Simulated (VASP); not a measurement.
Write the native input for VASP 6.6.1 that does the following.

- Task: single point
- Functional: PBE
- Potentials or basis: VASP PAW PBE potentials, release 64 (Ta_pv, Si)
- Cutoff: 520 eV
- k mesh: 2 × 2 × 2
- Occupations: fermi-dirac, width 0.24 eV
- Spin: no spin polarisation
- Dipole correction: no
- Further INCAR settings: LREAL = Auto; ALGO = Normal; EDIFF = 1e-06; NBANDS = 138

The structure of TaSi2 lies in POSCAR:

```
TaSi2
1.0
   -2.4291870000      4.2074760000      6.6716260000
    4.8583750000      0.0000000000      6.6716260000
    4.8583750000      8.4149520000      0.0000000000
Ta Si
12 24
Direct
   -0.0058500927      0.5127729927      0.0050522124
    0.4177618115      0.4198151150      0.0438834594
    0.3311732984      0.8421538636      0.0845514384
    0.0032706157      0.5135299364      0.5043093488
    0.4183477344      0.4347276629      0.5463503473
    0.3406867255      0.8224180408      0.5933211240
    0.5029924120      0.0026114692      0.2587027826
    0.9125460553      0.9242325651      0.2955672681
    0.8344424964      0.3397090523      0.3295922809
    0.4988876821      0.0145703565      0.7483990462
    0.9039807067      0.9336822559      0.7982009728
    0.8370886805      0.3380671211      0.8360795721
    0.3232582486      0.1892255148      0.9981992384
    0.0917548931      0.7517426291      0.0422038640
    0.1651017235      0.0134454552      0.3397926050
    0.1755302624      0.3415850555      0.2559801451
    0.7565264167      0.0889346449      0.0505449417
   -0.0170603597      0.1832717151      0.0855953847
    0.3225302420      0.1780673634      0.5012104344
    0.0683330907      0.7608051134      0.5637928964
    0.1576645660      0.0042300007      0.8520226999
    0.1691345642      0.3418653030      0.7610465728
    0.7646579131      0.0952823773      0.5420494594
    0.0071241269      0.1664317649      0.5711411553
    0.8273369940      0.6695844461      0.2446834460
    0.5677918708      0.2706094425      0.3014074626
    0.6683843666      0.5035338434      0.5841612428
    0.6667711659      0.8368353012      0.4901128755
    0.2565364792      0.5962391410      0.2988286708
    0.5149946983      0.6583174747      0.3307413003
    0.8131280722      0.6853821860      0.7581128391
    0.5685252374      0.2793939955      0.7909544473
    0.6540328106      0.5183500538      0.0937821923
    0.6610901906      0.8443449163      0.0050361415
    0.2415409760      0.5938925450      0.8029424458
    0.5060290739      0.6860491391      0.8239494196
```

The input as run:

INCAR

```
SYSTEM = TaSi2
PREC = Accurate
ENCUT = 520
EDIFF = 1E-6
ISMEAR = -1
SIGMA = 0.24
LREAL = Auto
LASPH = .True.
NELM = 80
ALGO = Normal
ISIF = 2
LWAVE = .False.
LCHARG = .False.
GGA = PE
NBANDS = 138
LUSENCCL = .False.
```

KPOINTS

```
Automatic mesh
0
Gamma
  2 2 2
  0 0 0
```

Potentials or basis: VASP PAW PBE potentials, release 64 (Ta_pv, Si).

Command:

```console
$ cat potpaw_PBE.64/Ta_pv/POTCAR potpaw_PBE.64/Si/POTCAR > POTCAR
$ mpirun -np 1 vasp_std > vasp.out
```

It gave:

```json
{"Pressure": "-4.1 GPa", "Largest force": "2.161 eV/Å", "Band gap on the k mesh": "zero (bands 114 and 115 overlap by 0.35 eV)"}
```

Caveat: the k points lie up to 0.44 Å⁻¹ apart; the atoms stand as in a frame of molecular dynamics; spin-orbit coupling is left out, which moves the levels of the heavy elements; forces of over 1 eV/Å act on the atoms, so gaps and moduli don't describe the material at rest.

It took 110 s on 1 × NVIDIA H100 80GB with 1 thread of AMD EPYC 7R13 Processor (Zen 3), on a shared host, peak memory 1.7 GiB.
